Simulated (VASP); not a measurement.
Crystal: Pt.

```
Pt
1.0
     2.76067    0.00000    0.00000
    -1.38033    2.39081    0.00000
     0.00000    0.00000    4.79213
Pt
2
Cartesian
  1.3803 0.7969 3.5941
  0.0000 1.5939 1.1980
```

This isn't the form of Pt at room conditions, which is fcc.

- Program: VASP 6.6.1
- Task: relaxation of cell and atoms
- Functional: LDA
- Potentials or basis: VASP PAW LDA potentials, release 64 (Pt)
- Cutoff: 600 eV
- k mesh: 11 × 11 × 6
- Occupations: fermi-dirac, width 0.1 eV
- Spin: no spin polarisation

At the start: pressure -14.6 GPa; volume 15.81 Å³/atom.

Problem. How do energy, volume and symmetry change on relaxing?

Solution. Over 10 steps the energy falls by 45.0 meV/atom and the volume is 14.91 Å³/atom (-5.7 %); space group P6_3/mmc (No. 194, to 0.1 Å) before and after.

Step by step:
```csv
step,energy change (eV),largest force (eV/Å),pressure (GPa),volume (Å³)
1,0.0000,0.0000,-14.64,31.63
2,0.7479,0.0000,72.25,25.47
3,-0.0862,0.0000,-0.94,29.96
4,-0.0865,0.0000,-0.16,29.88
5,-0.0865,0.0000,0.18,29.84
6,-0.0900,0.0000,0.23,29.81
7,-0.0900,0.0000,0.23,29.80
8,-0.0900,0.0000,0.23,29.80
9,-0.0899,0.0000,-0.56,29.88
10,-0.0900,0.0000,0.00,29.82
```

Final structure:
```cif
data_structure
_symmetry_space_group_name_H-M 'P 1'
_symmetry_Int_Tables_number 1
_cell_length_a 2.7233
_cell_length_b 2.7233
_cell_length_c 4.6434
_cell_angle_alpha 90.000
_cell_angle_beta 90.000
_cell_angle_gamma 120.000
_cell_volume 29.82
loop_
_atom_site_label
_atom_site_type_symbol
_atom_site_fract_x
_atom_site_fract_y
_atom_site_fract_z
_atom_site_occupancy
Pt1 Pt 0.66667 0.33333 0.75000 1
Pt2 Pt 0.33333 0.66667 0.25000 1
```
